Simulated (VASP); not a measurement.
# C10O in VASP: a series of runs

The runs below take C10O through single point, with PBE.

Program: VASP 6.6.1. These are calculated values, not measurements. Logs are shortened: lines on timing, memory, paths and dates and some standing lists are left out, and cuts for length are marked.

### Step 1. The cell of the first run

The cell holds a slab with vacuum, 11 atoms: a = 4.272 Å, b = 8.872 Å, c = 20.279 Å, α = 90.00°, β = 90.00°, γ = 103.93°.

### Step 2. Single point, PBE

The input, INCAR:

```
ALGO     = Normal         # electronic algorithm
DIPOL    = 0.5 0.5 0.332
EDIFF    = 1E-6           # SCF threshold, eV
ENCUT    = 520            # plane-wave cutoff, eV
GGA      = PE             # functional
IDIPOL   = 3            
ISIF     = 2              # what is computed and relaxed
ISMEAR   = 0              # smearing method
LASPH    = T              # aspherical terms in the spheres
LCHARG   = T              # write CHGCAR
LDIPOL   = T            
LELF     = T              # ELF
LREAL    = F              # projectors in reciprocal space
LVACPOTAV= T            
LVHAR    = T            
LWAVE    = F              # write WAVECAR
NBANDS   = 34             # bands
NELM     = 60             # most SCF steps
PREC     = Accurate       # precision mode
SIGMA    = 0.1            # smearing width, eV
```

The input, KPOINTS:

```
k-points
0
Gamma
  7 3 1
```

The input, POSCAR:

```
C10O
1.0
    4.2718357708      0.0000000000      0.0000000000
   -2.1359178854      8.6110540238      0.0000000000
    0.0000000000      0.0000000000     20.2788004813
C O
10 1
Direct
    0.1564123854      0.9794914374      0.1972503257
    0.8230790520      0.9794914374      0.1972503257
    0.6461581040      0.9589828748      0.2574344554
    0.3128247708      0.9589828748      0.2574344554
    0.1338042252      0.9383827949      0.3175270426
    0.8045778963      0.9383825959      0.3175270455
    0.6222260098      0.9176685708      0.3778997975
    0.2954418906      0.9176685766      0.3778997213
    0.0947392957      0.8987953138      0.4329048587
    0.8040522437      0.8987946148      0.4329053136
    0.3447392957      0.8987953138      0.4842537999
```

Potentials or basis: VASP PAW PBE potentials, release 64 (C, O).

Run with:

```bash
$ cat potpaw_PBE.64/C/POTCAR potpaw_PBE.64/O/POTCAR > POTCAR
$ mpirun -np 1 vasp_std > vasp.out
```

OUTCAR:

```text
EDIFF = 1E-6
   ENCUT = 520
   GGA = PE
   ISIF = 2
   ISMEAR = 0
   LASPH = T
   LREAL = F
   NELM = 60
   PREC = Accurate

 ion  position               nearest neighbor table
   1  0.156  0.979  0.197-   2 1.42   4 1.42
   2  0.823  0.979  0.197-   1 1.42   3 1.42
   3  0.646  0.959  0.257-   4 1.42   2 1.42   6 1.43
   4  0.313  0.959  0.257-   3 1.42   1 1.42   5 1.43
   5  0.134  0.938  0.318-   6 1.41   4 1.43   8 1.44
   6  0.805  0.938  0.318-   5 1.41   3 1.43   7 1.44
   7  0.622  0.918  0.378-  10 1.39   8 1.40   6 1.44
   8  0.295  0.918  0.378-   9 1.39   7 1.40   5 1.44
   9  0.095  0.899  0.433-  10 1.24   8 1.39  11 1.49
  10  0.804  0.899  0.433-   9 1.24   7 1.39
  11  0.345  0.899  0.484-   9 1.49

  LATTYP: Found a base centered orthorhombic cell.
 ALAT       =     4.2718357708
 B/A-ratio  =     4.0315473187
 C/A-ratio  =     4.7470927183

  Lattice vectors:

 A1 = (   2.1359178854,  -8.6110540238,   0.0000000000)
 A2 = (   2.1359178854,   8.6110540238,   0.0000000000)
 A3 = (   0.0000000000,   0.0000000000,  20.2788004813)

Analysis of symmetry for initial positions (statically):
=====================================================================
 Subroutine PRICEL returns:
 Original cell was already a primitive cell.

 Routine SETGRP: Setting up the symmetry group for a
 base centered orthorhombic supercell.

 Subroutine GETGRP returns: Found  1 space group operations
 (whereof  1 operations were pure point group operations)
 out of a pool of  8 trial point group operations.

The static configuration has the point symmetry C_1 .

Analysis of symmetry for dynamics (positions and initial velocities):
=====================================================================
 Subroutine PRICEL returns:
 Original cell was already a primitive cell.

 Routine SETGRP: Setting up the symmetry group for a
 base centered orthorhombic supercell.

 Subroutine GETGRP returns: Found  1 space group operations
 (whereof  1 operations were pure point group operations)
 out of a pool of  8 trial point group operations.

The dynamic configuration has the point symmetry C_1 .

 Subroutine INISYM returns: Found  1 space group operations
 (whereof  1 operations are pure point group operations),
 and found     1 'primitive' translations

----------------------------------------------------------------------------------------

                                     Primitive cell

  volume of cell :     745.9559

  direct lattice vectors                    reciprocal lattice vectors
     4.271835771  0.000000000  0.000000000     0.234091396  0.058064901  0.000000000
    -2.135917885  8.611054024  0.000000000     0.000000000  0.116129802  0.000000000
     0.000000000  0.000000000 20.278800481     0.000000000  0.000000000  0.049312581

  length of vectors
     4.271835771  8.872000711 20.278800481     0.241185229  0.116129802  0.049312581

  position of ions in fractional coordinates (direct lattice)
     0.156412385  0.979491437  0.197250326
     0.823079052  0.979491437  0.197250326
     0.646158104  0.958982875  0.257434455
     0.312824771  0.958982875  0.257434455
     0.133804225  0.938382795  0.317527043
     0.804577896  0.938382596  0.317527046
     0.622226010  0.917668571  0.377899797
     0.295441891  0.917668577  0.377899721
     0.094739296  0.898795314  0.432904859
     0.804052244  0.898794615  0.432905314
     0.344739296  0.898795314  0.484253800

  ion indices of the primitive-cell ions
   primitive index   ion index
                 1           1
                 2           2
                 3           3
                 4           4
                 5           5
                 6           6
                 7           7
                 8           8
                 9           9
                10          10
                11          11

----------------------------------------------------------------------------------------
[... 34 lines left out ...]
|                                                                             |
|     Results are often still useful ...                                      |
|                                                                             |
 -----------------------------------------------------------------------------

 WARNING: IBZKPT: internal override: KBLOWUP is changed to .FALSE.
      ... skipping the blow-up phase ...

 Subroutine IBZKPT returns following result:
 ===========================================

 Found     11 irreducible k-points:

 Following reciprocal coordinates:
            Coordinates               Weight
  0.000000  0.000000  0.000000      1.000000
  0.142857 -0.000000  0.000000      2.000000
  0.285714  0.000000  0.000000      2.000000
  0.428571  0.000000  0.000000      2.000000
  0.000000  0.333333  0.000000      2.000000
  0.142857  0.333333  0.000000      2.000000
  0.285714  0.333333  0.000000      2.000000
  0.428571  0.333333  0.000000      2.000000
 -0.428571  0.333333  0.000000      2.000000
 -0.285714  0.333333  0.000000      2.000000
 -0.142857  0.333333  0.000000      2.000000
   k-points           NKPTS =     11   k-points in BZ     NKDIM =     11   number of bands    NBANDS=     34
   number of dos      NEDOS =    301   number of ions     NIONS =     11
   total plane-waves  NPLWV = 358400
   dimension x,y,z NGX =    32 NGY =   70 NGZ =  160
   dimension x,y,z NGXF=    64 NGYF=  140 NGZF=  320
   ions per type =              10   1
   NGX,Y,Z   is equivalent  to a cutoff of  12.45, 13.12, 13.12 a.u.
   NGXF,Y,Z  is equivalent  to a cutoff of  24.91, 26.23, 26.23 a.u.
 SYSTEM =  unknown system
   PREC   = accura    normal or accurate (medium, high low for compatibility)
   ISTART =      0    job   : 0-new  1-cont  2-samecut
   ICHARG =      2    charge: 1-file 2-atom 10-const
   ISPIN  =      1    spin polarized calculation?
   LNONCOLLINEAR =      F non collinear calculations
   LSORBIT =      F    spin-orbit coupling
   LASPH  =      T    aspherical Exc in radial PAW
   ENCUT  =  520.0 eV  38.22 Ry    6.18 a.u.   7.94 16.50 37.71*2*pi/ulx,y,z
   NELM   =     60;   NELMIN=  2; NELMDL= -5     # of ELM steps
   EDIFF  = 0.1E-05   stopping-criterion for ELM
   LREAL  =      F    real-space projection
   EDIFFG = 0.1E-04   stopping-criterion for IOM
   NSW    =      0    number of steps for IOM
   IBRION =     -1    ionic relax: 0-MD 1-quasi-New 2-CG
   NFREE  =      0    steps in history (QN), initial steepest desc. (CG)
   ISIF   =      2    stress and relaxation
   ISYM   =      2    0-nonsym 1-usesym 2-fastsym
   POTIM  = 0.5000    time-step for ionic-motion
   TEBEG  =    0.0;   TEEND  =   0.0 temperature during run
   PSTRESS=    0.0 pullay stress
   NELECT =      46.0000    total number of electrons
   NUPDOWN=      -1.0000    fix difference up-down
   EMIN   =  10.00;   EMAX   =-10.00  energy-range for DOS
   EFERMI =   0.00;   METHOD = LEGACY
   ISMEAR =     0;   SIGMA  =   0.10  broadening in eV -4-tet -1-fermi 0-gaus
   EFERMI_NEDOS =   21; number of points for ismear=-14 and -15
   IALGO  =     38    algorithm
   IMIX   =      4    mixing-type and parameters
     AMIX     =   0.40;   BMIX     =  1.00
     AMIX_MAG =   1.60;   BMIX_MAG =  1.00
  volume/ion in A,a.u.               =      67.81       457.63
  Fermi-wavevector in a.u.,A,eV,Ry     =   0.646780  1.222236  5.691644  0.418324
  Thomas-Fermi vector in A             =   1.714874
   LORBIT       =      0    0 simple, 1 ext, 2 COOP (PROOUT), +10 PAW based schemes
   GGA     = PE    functional components
   LHFCALC =     F    Hartree Fock is set to
   AEXX    =    0.0000 exact exchange contribution
   IVDW    =     0    specifies the selected vdW correction
   LEPSILON=     F    determine dielectric tensor
   LRPA    =     F    only Hartree local field effects (RPA)
 non-spin polarized calculation
 Gauss-broadening in eV      SIGMA  =   0.10
  energy-cutoff  :      520.00
  volume of cell :      745.96
 maximum number of plane-waves:     20148
   NGX = 15   NGY = 33   NGZ = 75

 dipolmoment           0.000000      0.000000     -0.201297 electrons x Angstroem

 number of electron      46.0000001 magnetization

 dipolmoment           0.000000      0.000000      0.064713 electrons x Angstroem

 Free energy of the ion-electron system (eV)
  ---------------------------------------------------
  ext. energy  EPLUGINS =         0.00000000
  ---------------------------------------------------
  free energy    TOTEN  =       -88.05644942 eV

  energy without entropy =      -88.03697020  energy(sigma->0) =      -88.04670981

 E-fermi :  -4.8128     XC(G=0):  -2.0952

 val. band max:       -5.1474517248   @ k =   0.1429  -0.0000   0.0000
 cond. band min:      -4.8068323777   @ k =  -0.4286   0.3333   0.0000
 fundamental gap:      0.3406193471
 Fermi energy:        -4.8128281123

 k-point     1 :       0.0000    0.0000    0.0000
  band No.  band energies     occupation
      1     -24.5380      2.00000
      2     -22.8893      2.00000
      3     -21.2437      2.00000
      4     -19.0953      2.00000
      5     -18.1325      2.00000
      6     -17.6129      2.00000
[... 396 lines left out ...]
     33       1.9808      0.00000
     34       2.3251      0.00000

------------------------ aborting loop because EDIFF is reached ----------------------------------------

  FORCE on cell =-STRESS in cart. coord.  units (eV):
  Direction    XX          YY          ZZ          XY          YZ          ZX
  --------------------------------------------------------------------------------------
  -------------------------------------------------------------------------------------
  Total       -7.6004327     -0.0542305      3.5060216     -0.0008735     -0.5178312     -1.9926709
  in kB      -16.3243454     -0.1164772      7.5302959     -0.0018760     -1.1122071     -4.2798943
  external PRESSURE =      -2.9701756 kB  Pullay stress =       0.0000000 kB

 VOLUME and BASIS-vectors are now :
 -----------------------------------------------------------------------------
  energy-cutoff  :      520.00
  volume of cell :      745.96
      direct lattice vectors                 reciprocal lattice vectors
     4.271835771  0.000000000  0.000000000     0.234091396  0.058064901  0.000000000
    -2.135917885  8.611054024  0.000000000     0.000000000  0.116129802  0.000000000
     0.000000000  0.000000000 20.278800481     0.000000000  0.000000000  0.049312581

 POSITION                                       TOTAL-FORCE (eV/Angst)
 -----------------------------------------------------------------------------------
     -1.42395      8.43445      4.00000        -7.042545     -0.172448      1.180434
      1.42395      8.43445      4.00000         7.078679     -0.142239      1.175011
      0.71197      8.25785      5.22046        -0.464019      0.136145     -1.137558
     -0.71197      8.25785      5.22046         0.361071      0.186422     -1.326048
     -1.43272      8.08046      6.43907         0.642270     -0.057510      0.010923
      1.43272      8.08046      6.43907        -0.310981      0.039735     -0.366611
      0.69798      7.90209      7.66335         0.800704      0.026344     -0.465028
     -0.69799      7.90209      7.66335        -1.326409      0.354668     -4.164070
     -1.51504      7.73958      8.77879        11.509745      0.037392      5.576497
      1.51503      7.73957      8.77880        -9.332667      0.064438     -0.572998
     -0.44708      7.73958      9.82009        -1.915848     -0.472948      0.089448
 -----------------------------------------------------------------------------------
    total drift:                               -0.000294     -0.000383      0.000092

  FREE ENERGIE OF THE ION-ELECTRON SYSTEM (eV)
  ---------------------------------------------------
  free  energy   TOTEN  =       -88.0564494240 eV

  energy  without entropy=      -88.0369701985  energy(sigma->0) =      -88.04670981

 vacuum level on the upper side and lower side of the slab         1.610         1.292
```

Wall time 16 min (1 thread of Oxide Virtual Turin-like, shared host); peak memory 0.75 GiB.

Results:

```yaml
Free_energy: -88.0564 eV
Largest_force: 12.790 eV/Å
Band_gap_on_the_k_mesh: zero (band 23 reaches -4.64 eV, above the bottom of band 24 at -4.81 eV)
```

Forces on the atoms (eV/Å):
```
C   -7.043 -0.172  1.180
C    7.079 -0.142  1.175
C   -0.464  0.136 -1.138
C    0.361  0.186 -1.326
C    0.642 -0.058  0.011
C   -0.311  0.040 -0.367
C    0.801  0.026 -0.465
C   -1.326  0.355 -4.164
C   11.510  0.037  5.576
C   -9.333  0.064 -0.573
O   -1.916 -0.473  0.089
```

### Step 3. Single point, PBE

The input, INCAR:

```
SYSTEM = C10O
ALGO     = Normal         ! electronic algorithm
DIPOL    = 0.5 0.5 0.328
EDIFF    = 1E-6           ! SCF threshold, eV
ENCUT    = 520            ! plane-wave cutoff, eV
GGA      = PE             ! functional
IDIPOL   = 3            
ISIF     = 2              ! what is computed and relaxed
ISMEAR   = 0              ! smearing method
LASPH    = .True.         ! aspherical terms in the spheres
LCHARG   = .False.        ! write CHGCAR
LDIPOL   = .True.       
LREAL    = .False.        ! projectors in reciprocal space
LWAVE    = .False.        ! write WAVECAR
NBANDS   = 34             ! bands
NELM     = 80             ! most SCF steps
PREC     = Accurate       ! precision mode
SIGMA    = 0.1            ! smearing width, eV
```

The input, KPOINTS:

```
k-points
0
Gamma
  7 3 1
  0 0 0
```

Edit POSCAR of step 2 so:

```diff
@@ -18,2 +18,2 @@
     0.8040522437      0.8987946148      0.4329053136
-    0.3447392957      0.8987953138      0.4842537999
+    0.0947392957      1.6487953138      0.4376242211
```

Potentials or basis: VASP PAW PBE potentials, release 64 (C, O).

Run with:

```bash
$ cat potpaw_PBE.64/C/POTCAR potpaw_PBE.64/O/POTCAR > POTCAR
$ mpirun -np 1 vasp_std > vasp.out
```

Wall time 18 min (1 thread of Oxide Virtual Turin-like, shared host); peak memory 0.76 GiB.

It converged, with:

| Property | Result |
| --- | --- |
| Free energy | -84.1283 eV |
| Largest force | 7.153 eV/Å |
| Band gap on the k mesh | zero (band 23 reaches -5.30 eV, above the bottom of band 24 at -5.31 eV) |

Forces in eV/Å, atoms in the order of the input:
```
C   -6.949 -0.086  1.197
C    7.059 -0.280  1.120
C   -0.228  0.216 -0.887
C    0.257  0.143 -1.170
C    0.105  0.104 -0.057
C    0.021 -0.094 -0.422
C    0.228  0.051  0.535
C    0.145  0.286 -0.670
C    1.836 -2.312  0.556
C   -2.135 -0.043 -0.202
O   -0.340  2.014  0.001
```

Levels at points of the mesh, in eV from the Fermi level:
```
           k point  band 19  band 20  band 21  band 22  band 23  band 24  band 25  band 26  band 27  band 28
(0.00, 0.00, 0.00)    -1.24    -0.93    -0.33    -0.13    -0.01     0.90     1.23     1.44     2.13     2.69
```

(Part 1 of 2 ends here.)
